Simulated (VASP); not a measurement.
# Pd (Fm-3m) in VASP: notebook

The runs below take Pd through single point, with PBE.

Program: VASP 6.6.1. These are calculated values, not measurements. Logs are shortened: lines on timing, memory, paths and dates and some standing lists are left out, and cuts for length are marked.

### 1 The cell of the first run

The structure is cubic, space group Fm-3m (No. 225). The conventional cell has a = 3.942 Å, b = 3.942 Å, c = 3.942 Å, α = 90.00°, β = 90.00°, γ = 90.00°. Within 3.7 Å of Pd (site symmetry m-3m) lie 12 Pd at 2.79 Å.

### 2 Single point, PBE

File INCAR:

```
PREC = Accurate ; ENCUT = 520
EDIFF = 1E-7 ; ISMEAR = -1
SIGMA = 0.06122561905347299 ; LREAL = F
LASPH = T ; NELM = 80
ALGO = Normal ; ISIF = 2
LWAVE = F ; LCHARG = F
GGA = PE ; NBANDS = 11
```

File KPOINTS:

```
regular mesh
0
Gamma
  24 24 24
```

File POSCAR:

```
Pd
1.0
    0.0000000000      1.9710879955      1.9710879955
    1.9710879955      0.0000000000      1.9710879955
    1.9710879955      1.9710879955      0.0000000000
Pd
1
Direct
    0.0000000000      0.0000000000      0.0000000000
```

Potentials or basis: VASP PAW PBE potentials, release 64 (Pd).

The run is started by

```sh
$ cat potpaw_PBE.64/Pd/POTCAR > POTCAR
$ mpirun -np 1 vasp_std > vasp.out
```

OUTCAR:

```text
PREC = Accurate
   ENCUT = 520
   EDIFF = 1E-7
   ISMEAR = -1
   LREAL = F
   LASPH = T
   NELM = 80
   ISIF = 2
   GGA = PE

 ion  position               nearest neighbor table
   1  0.000  0.000  0.000-

  LATTYP: Found a face centered cubic cell.
 ALAT       =     3.9421759910

  Lattice vectors:

 A1 = (   0.0000000000,   1.9710879955,   1.9710879955)
 A2 = (   1.9710879955,   0.0000000000,   1.9710879955)
 A3 = (   1.9710879955,   1.9710879955,   0.0000000000)

Analysis of symmetry for initial positions (statically):
=====================================================================
 Subroutine PRICEL returns:
 Original cell was already a primitive cell.

 Routine SETGRP: Setting up the symmetry group for a
 face centered cubic supercell.

 Subroutine GETGRP returns: Found 48 space group operations
 (whereof 48 operations were pure point group operations)
 out of a pool of 48 trial point group operations.

The static configuration has the point symmetry O_h .

Analysis of symmetry for dynamics (positions and initial velocities):
=====================================================================
 Subroutine PRICEL returns:
 Original cell was already a primitive cell.

 Routine SETGRP: Setting up the symmetry group for a
 face centered cubic supercell.

 Subroutine GETGRP returns: Found 48 space group operations
 (whereof 48 operations were pure point group operations)
 out of a pool of 48 trial point group operations.

The dynamic configuration has the point symmetry O_h .

 Subroutine INISYM returns: Found 48 space group operations
 (whereof 48 operations are pure point group operations),
 and found     1 'primitive' translations

----------------------------------------------------------------------------------------

                                     Primitive cell

  volume of cell :      15.3161

  direct lattice vectors                    reciprocal lattice vectors
     0.000000000  1.971087996  1.971087996    -0.253667011  0.253667011  0.253667011
     1.971087996  0.000000000  1.971087996     0.253667011 -0.253667011  0.253667011
     1.971087996  1.971087996  0.000000000     0.253667011  0.253667011 -0.253667011

  length of vectors
     2.787539376  2.787539376  2.787539376     0.439364151  0.439364151  0.439364151

  position of ions in fractional coordinates (direct lattice)
     0.000000000  0.000000000  0.000000000

  ion indices of the primitive-cell ions
   primitive index   ion index
                 1           1

[... 71 lines left out ...]
   EDIFF  = 0.1E-06   stopping-criterion for ELM
   LREAL  =      F    real-space projection
   EDIFFG = 0.1E-05   stopping-criterion for IOM
   NSW    =      0    number of steps for IOM
   IBRION =     -1    ionic relax: 0-MD 1-quasi-New 2-CG
   NFREE  =      0    steps in history (QN), initial steepest desc. (CG)
   ISIF   =      2    stress and relaxation
   ISYM   =      2    0-nonsym 1-usesym 2-fastsym
   POTIM  = 0.5000    time-step for ionic-motion
   TEBEG  =    0.0;   TEEND  =   0.0 temperature during run
   PSTRESS=    0.0 pullay stress
   NELECT =      10.0000    total number of electrons
   NUPDOWN=      -1.0000    fix difference up-down
   EMIN   =  10.00;   EMAX   =-10.00  energy-range for DOS
   EFERMI =   0.00;   METHOD = LEGACY
   ISMEAR =    -1;   SIGMA  =   0.06  broadening in eV -4-tet -1-fermi 0-gaus
   EFERMI_NEDOS =   21; number of points for ismear=-14 and -15
   IALGO  =     38    algorithm
   IMIX   =      4    mixing-type and parameters
     AMIX     =   0.40;   BMIX     =  1.00
     AMIX_MAG =   1.60;   BMIX_MAG =  1.00
  volume/ion in A,a.u.               =      15.32       103.36
  Fermi-wavevector in a.u.,A,eV,Ry     =   1.420230  2.683846 27.443693  2.017055
  Thomas-Fermi vector in A             =   2.541168
   LORBIT       =      0    0 simple, 1 ext, 2 COOP (PROOUT), +10 PAW based schemes
   GGA     = PE    functional components
   LHFCALC =     F    Hartree Fock is set to
   AEXX    =    0.0000 exact exchange contribution
   IVDW    =     0    specifies the selected vdW correction
   LEPSILON=     F    determine dielectric tensor
   LRPA    =     F    only Hartree local field effects (RPA)
 non-spin polarized calculation
  energy-cutoff  :      520.00
  volume of cell :       15.32
 maximum number of plane-waves:       428
 NGX is ok and might be reduce to    24
   NGX = 11   NGY = 11   NGZ = 11

 number of electron      10.0000000 magnetization

 Free energy of the ion-electron system (eV)
  ---------------------------------------------------
  ext. energy  EPLUGINS =         0.00000000
  ---------------------------------------------------
  free energy    TOTEN  =        -5.23245595 eV

  energy without entropy =       -5.20477402  energy(sigma->0) =       -5.21861498

 E-fermi :   9.1714     XC(G=0): -12.9505

 val. band max:        9.1710961733   @ k =   0.3750   0.0833   0.0000
 cond. band min:       9.1733992322   @ k =   0.4583   0.1667   0.0000
 fundamental gap:      0.0023030588
 Fermi energy:         9.1714478253

 k-point     1 :       0.0000    0.0000    0.0000
  band No.  band energies     occupation
      1       2.3085      2.00000
      2       6.4907      2.00000
      3       6.4907      2.00000
      4       6.4907      2.00000
      5       8.0038      2.00000
      6       8.0038      2.00000
      7      26.3283      0.00000
      8      30.8902      0.00000
      9      30.8902      0.00000
     10      30.8902      0.00000
     11      35.4846      0.00000
[... 309 lines left out ...]
 k-point    24 :       0.4583    0.0417    0.0000
  band No.  band energies     occupation
      1       4.2145      2.00000
      2       6.4357      2.00000
      3       6.5127      2.00000
      4       8.6550      1.99957
      5       9.1084      1.47346
      6      10.1463      0.00000
      7      16.8569      0.00000
      8      25.8174      0.00000
      9      29.7181      0.00000
     10      30.0057      0.00000
     11      35.8745      0.00000

 [... further k-points ...]
[... 5 lines left out ...]
  --------------------------------------------------------------------------------------
  -------------------------------------------------------------------------------------
  Total       -0.0090442     -0.0090442     -0.0090442      0.0000000      0.0000000     -0.0000000
  in kB       -0.9460924     -0.9460924     -0.9460924      0.0000000      0.0000000     -0.0000000
  external PRESSURE =      -0.9460924 kB  Pullay stress =       0.0000000 kB

 VOLUME and BASIS-vectors are now :
 -----------------------------------------------------------------------------
  energy-cutoff  :      520.00
  volume of cell :       15.32
      direct lattice vectors                 reciprocal lattice vectors
     0.000000000  1.971087996  1.971087996    -0.253667011  0.253667011  0.253667011
     1.971087996  0.000000000  1.971087996     0.253667011 -0.253667011  0.253667011
     1.971087996  1.971087996  0.000000000     0.253667011  0.253667011 -0.253667011

 POSITION                                       TOTAL-FORCE (eV/Angst)
 -----------------------------------------------------------------------------------
      0.00000      0.00000      0.00000         0.000000     -0.000000      0.000000
 -----------------------------------------------------------------------------------
    total drift:                               -0.000000      0.000000     -0.000000

  FREE ENERGIE OF THE ION-ELECTRON SYSTEM (eV)
  ---------------------------------------------------
  free  energy   TOTEN  =        -5.2324559527 eV

  energy  without entropy=       -5.2047740152  energy(sigma->0) =       -5.21861498
```

OSZICAR:

```text
N       E                     dE             d eps       ncg     rms          rms(c)
DAV:   1     0.426475355446E+02    0.42648E+02   -0.51213E+03  9134   0.845E+02
DAV:   2    -0.492559463758E+01   -0.47573E+02   -0.45969E+02 10256   0.181E+02
DAV:   3    -0.549918112069E+01   -0.57359E+00   -0.57100E+00 10876   0.213E+01
DAV:   4    -0.550184823567E+01   -0.26671E-02   -0.26667E-02 10962   0.154E+00
DAV:   5    -0.550187851199E+01   -0.30276E-04   -0.30277E-04 11717   0.147E-01    0.697E+00
DAV:   6    -0.524354101713E+01    0.25834E+00   -0.11335E+00 11138   0.856E+00    0.341E+00
DAV:   7    -0.523566727727E+01    0.78737E-02   -0.10542E-02 11505   0.732E-01    0.185E+00
DAV:   8    -0.523245472201E+01    0.32126E-02   -0.95325E-04 11270   0.229E-01    0.560E-02
DAV:   9    -0.523245238156E+01    0.23404E-05   -0.35310E-05 11766   0.500E-02    0.180E-02
DAV:  10    -0.523245638509E+01   -0.40035E-05   -0.35354E-06 11045   0.173E-02    0.458E-03
DAV:  11    -0.523245596389E+01    0.42120E-06   -0.38614E-08 10978   0.196E-03    0.380E-04
DAV:  12    -0.523245595275E+01    0.11140E-07   -0.24968E-09  7306   0.442E-04
   1 F= -.52324560E+01 E0= -.52186150E+01  d E =-.276819E-01
```

Run time: 79 s. Hardware: 1 thread of Intel Xeon 8259CL, shared host; peak memory 0.2 GiB.

What came out:

```
Free energy            : -5.2325 eV
Pressure               : -0.1 GPa
Band gap on the k mesh : zero (bands 5 and 6 overlap by 1.49 eV)
```

### 3 Single point, PBE

This run uses another cell than the first one, of 15.62 Å³/atom.

File INCAR:

```
PREC = Accurate ; ENCUT = 520
EDIFF = 1E-7 ; ISMEAR = -1
SIGMA = 0.06122561905347299 ; LREAL = False
LASPH = True ; NELM = 60
ALGO = Normal ; ISIF = 2
LWAVE = False ; LCHARG = False
GGA = PE ; NBANDS = 11
```

KPOINTS is that of step 2.

File POSCAR:

```
Pd
1.0
    0.0000000000      1.9841419388      1.9841419388
    1.9841419388      0.0000000000      1.9841419388
    1.9841419388      1.9841419388      0.0000000000
Pd
1
Direct
    0.0000000000      0.0000000000      0.0000000000
```

Potentials or basis: VASP PAW PBE potentials, release 64 (Pd).

The run is started by

```sh
$ cat potpaw_PBE.64/Pd/POTCAR > POTCAR
$ mpirun -np 1 vasp_std > vasp.out
```

Wall time 76 s (1 thread of Intel Xeon 8259CL, shared host); peak memory 0.2 GiB.

It converged, with:

* Free energy: -5.2294 eV
* Pressure: -3.2 GPa
* Band gap on the k mesh: zero (bands 5 and 6 overlap by 1.44 eV)

Levels at points of the mesh, in eV from the Fermi level:
```csv
k point,band 2,band 3,band 4,band 5,band 6,band 7,band 8,band 9
"(0.00, 0.00, 0.00)",-2.60,-2.60,-2.60,-1.13,-1.13,17.14,21.59,21.59
"(0.50, 0.00, 0.00)",-2.64,-2.64,-0.04,-0.04,1.13,6.87,16.48,20.53
"(0.50, 0.50, 0.00)",-4.67,-0.07,0.25,0.25,3.35,10.18,12.89,12.89
```

Caveat: the cell stands under tension.

### 4 Single point, PBE

This run uses another cell than the first one, of 15.62 Å³/atom.

File INCAR:

```
SYSTEM = Pd
PREC = Accurate
ENCUT = 520
EDIFF = 1E-7
ISMEAR = -1
SIGMA = 0.06122561905347299
LREAL = .FALSE.
LASPH = .TRUE.
NELM = 60
ALGO = Normal
ISIF = 2
LWAVE = .FALSE.
LCHARG = .FALSE.
GGA = PE
NBANDS = 11
```

File KPOINTS:

```
Automatic mesh
0
G
  24 24 24
  0 0 0
```

POSCAR is that of step 3.

The run is started by

```sh
$ cat potpaw_PBE.64/Pd/POTCAR > POTCAR
$ mpirun -np 1 vasp_std > vasp.out
```

Run time: 74 s. Hardware: 1 thread of Intel Xeon 8259CL, shared host; peak memory 0.2 GiB.

The run converged. Its results:

| Item | Value |
| --- | --- |
| Free energy | -5.2294 eV |
| Pressure | -3.2 GPa |
| Band gap on the k mesh | zero (bands 5 and 6 overlap by 1.44 eV) |

Levels at points of the mesh, in eV from the Fermi level:
```tsv
k point	band 3	band 4	band 5	band 6	band 7	band 8
(0.00, 0.00, 0.00)	-2.60	-2.60	-1.13	-1.13	17.14	21.59
(0.50, 0.00, 0.00)	-2.64	-0.04	-0.04	1.13	6.87	16.48
(0.50, 0.50, 0.00)	-0.07	0.25	0.25	3.35	10.18	12.89
```

Caveat: the cell stands under tension.

### 5 Single point, PBE

This run uses another cell than the first one, of 15.93 Å³/atom.

File INCAR:

```
ALGO = Normal
EDIFF = 1E-6
ENCUT = 520
GGA = PE
ISIF = 2
ISMEAR = -1
LASPH = T
LCHARG = F
LREAL = F
LWAVE = F
NBANDS = 11
NELM = 80
PREC = Accurate
SIGMA = 0.06122561905347299
```

File KPOINTS:

```
k-points
0
Gamma
  24 24 24
```

File POSCAR:

```
Pd
1.0
    0.0000000000      1.9970263384      1.9970263384
    1.9970263384      0.0000000000      1.9970263384
    1.9970263384      1.9970263384      0.0000000000
Pd
1
Direct
    0.0000000000      0.0000000000      0.0000000000
```

Potentials or basis: VASP PAW PBE potentials, release 64 (Pd).

The run is started by

```sh
$ cat potpaw_PBE.64/Pd/POTCAR > POTCAR
$ mpirun -np 1 vasp_std > vasp.out
```

OUTCAR:

```text
EDIFF = 1E-6
   ENCUT = 520
   GGA = PE
   ISIF = 2
   ISMEAR = -1
   LASPH = T
   LREAL = F
   NELM = 80
   PREC = Accurate

 ion  position               nearest neighbor table
   1  0.000  0.000  0.000-

  LATTYP: Found a face centered cubic cell.
 ALAT       =     3.9940526768

  Lattice vectors:

 A1 = (   0.0000000000,   1.9970263384,   1.9970263384)
 A2 = (   1.9970263384,   0.0000000000,   1.9970263384)
 A3 = (   1.9970263384,   1.9970263384,   0.0000000000)

Analysis of symmetry for initial positions (statically):
[... 506 lines left out ...]
      5       8.4868      1.47005
      6       9.5670      0.00000
      7      15.9459      0.00000
      8      25.1322      0.00000
      9      28.6872      0.00000
     10      28.9715      0.00000
     11      34.7013      0.00000

 [... further k-points ...]
[... 5 lines left out ...]
  --------------------------------------------------------------------------------------
  -------------------------------------------------------------------------------------
  Total       -0.5940060     -0.5940060     -0.5940060      0.0000000     -0.0000000      0.0000000
  in kB      -59.7475408    -59.7475408    -59.7475408      0.0000000     -0.0000000      0.0000000
  external PRESSURE =     -59.7475408 kB  Pullay stress =       0.0000000 kB

 VOLUME and BASIS-vectors are now :
 -----------------------------------------------------------------------------
  energy-cutoff  :      520.00
  volume of cell :       15.93
      direct lattice vectors                 reciprocal lattice vectors
     0.000000000  1.997026338  1.997026338    -0.250372261  0.250372261  0.250372261
     1.997026338  0.000000000  1.997026338     0.250372261 -0.250372261  0.250372261
     1.997026338  1.997026338  0.000000000     0.250372261  0.250372261 -0.250372261

 POSITION                                       TOTAL-FORCE (eV/Angst)
 -----------------------------------------------------------------------------------
      0.00000      0.00000      0.00000         0.000000      0.000000      0.000000
 -----------------------------------------------------------------------------------
    total drift:                               -0.000000      0.000000      0.000000

  FREE ENERGIE OF THE ION-ELECTRON SYSTEM (eV)
  ---------------------------------------------------
  free  energy   TOTEN  =        -5.2206833762 eV

  energy  without entropy=       -5.1916715117  energy(sigma->0) =       -5.20617744
```

OSZICAR:

```text
N       E                     dE             d eps       ncg     rms          rms(c)
DAV:   1     0.416254572405E+02    0.41625E+02   -0.50968E+03  9150   0.846E+02
DAV:   2    -0.488614995193E+01   -0.46512E+02   -0.44895E+02 10321   0.179E+02
DAV:   3    -0.547549369890E+01   -0.58934E+00   -0.58580E+00 10819   0.213E+01
DAV:   4    -0.547852132857E+01   -0.30276E-02   -0.30271E-02 10851   0.164E+00
DAV:   5    -0.547855962247E+01   -0.38294E-04   -0.38293E-04 11713   0.162E-01    0.624E+00
DAV:   6    -0.522953648948E+01    0.24902E+00   -0.11738E+00 11030   0.857E+00    0.304E+00
DAV:   7    -0.522339483765E+01    0.61417E-02   -0.45777E-03 11112   0.602E-01    0.169E+00
DAV:   8    -0.522067572941E+01    0.27191E-02   -0.86258E-04 11183   0.195E-01    0.343E-02
DAV:   9    -0.522068039771E+01   -0.46683E-05   -0.10766E-05 11731   0.269E-02    0.115E-02
DAV:  10    -0.522068356716E+01   -0.31694E-05   -0.15946E-06 11114   0.122E-02    0.208E-03
DAV:  11    -0.522068337623E+01    0.19093E-06   -0.13787E-08  6970   0.105E-03
   1 F= -.52206834E+01 E0= -.52061774E+01  d E =-.290119E-01
```

It took 79 s on 1 thread of Intel Xeon 8259CL, shared host; peak memory 0.2 GiB.

What came out:

```
Free energy            : -5.2207 eV
Pressure               : -6.0 GPa
Band gap on the k mesh : zero (bands 5 and 6 overlap by 1.39 eV)
```

Levels at points of the mesh, in eV from the Fermi level:
| k point | band 2 | band 3 | band 4 | band 5 | band 6 | band 7 | band 8 | band 9 |
| --- | --- | --- | --- | --- | --- | --- | --- | --- |
| (0.00, 0.00, 0.00) | -2.52 | -2.52 | -2.52 | -1.10 | -1.10 | 17.12 | 21.46 | 21.46 |
| (0.50, 0.00, 0.00) | -2.55 | -2.55 | -0.04 | -0.04 | 1.17 | 6.73 | 16.45 | 20.33 |
| (0.50, 0.50, 0.00) | -4.52 | -0.07 | 0.24 | 0.24 | 3.35 | 9.99 | 12.78 | 12.78 |

Caveat: the cell stands under tension.

### 6 Single point, PBE

This run uses another cell than the first one, of 15.93 Å³/atom.

File INCAR:

```
SYSTEM = Pd
PREC = Accurate
ENCUT = 520
EDIFF = 1E-7
ISMEAR = -1
SIGMA = 0.06122561905347299
LREAL = .FALSE.
LASPH = .TRUE.
NELM = 80
ALGO = Normal
ISIF = 2
LWAVE = .FALSE.
LCHARG = .TRUE.
GGA = PE
LELF = .TRUE.
LVHAR = .TRUE.
NBANDS = 11
```

File KPOINTS:

```
regular mesh
0
G
  24 24 24
  0 0 0
```

POSCAR is that of step 5.

Potentials or basis: VASP PAW PBE potentials, release 64 (Pd).

The run is started by

```sh
$ cat potpaw_PBE.64/Pd/POTCAR > POTCAR
$ mpirun -np 1 vasp_std > vasp.out
```

Wall time 72 s (1 thread of Intel Xeon 8259CL, shared host); peak memory 0.2 GiB.

The run converged. Its results:

* Free energy: -5.2207 eV
* Pressure: -6.0 GPa
* Band gap on the k mesh: zero (bands 5 and 6 overlap by 1.39 eV)

Levels at points of the mesh, in eV from the Fermi level:
```csv
k point,band 3,band 4,band 5,band 6,band 7,band 8
"(0.00, 0.00, 0.00)",-2.52,-2.52,-1.10,-1.10,17.12,21.46
"(0.50, 0.00, 0.00)",-2.55,-0.04,-0.04,1.17,6.73,16.45
"(0.50, 0.50, 0.00)",-0.07,0.24,0.24,3.35,9.99,12.78
```

Caveat: the cell stands under tension.

### 7 The runs side by side

```csv
cell,gap on the mesh (eV),pressure (GPa)
"a = 2.788 Å, angles 60.0°, 1 atom",none,-0.1
"a = 2.806 Å, angles 60.0°, 1 atom",none,-3.2
"a = 2.824 Å, angles 60.0°, 1 atom",none,-6.0
```

Alike in all rows: task single point; level PBE; potentials or basis VASP PAW PBE potentials, release 64 (Pd); no spin polarisation; k mesh 24 × 24 × 24; cutoff (eV) 520; smearing fermi-dirac 0.0612256 eV.

Caveats: the cell stands under tension (at least some runs).

Absolute energies hang on the potentials; compare differences alone.
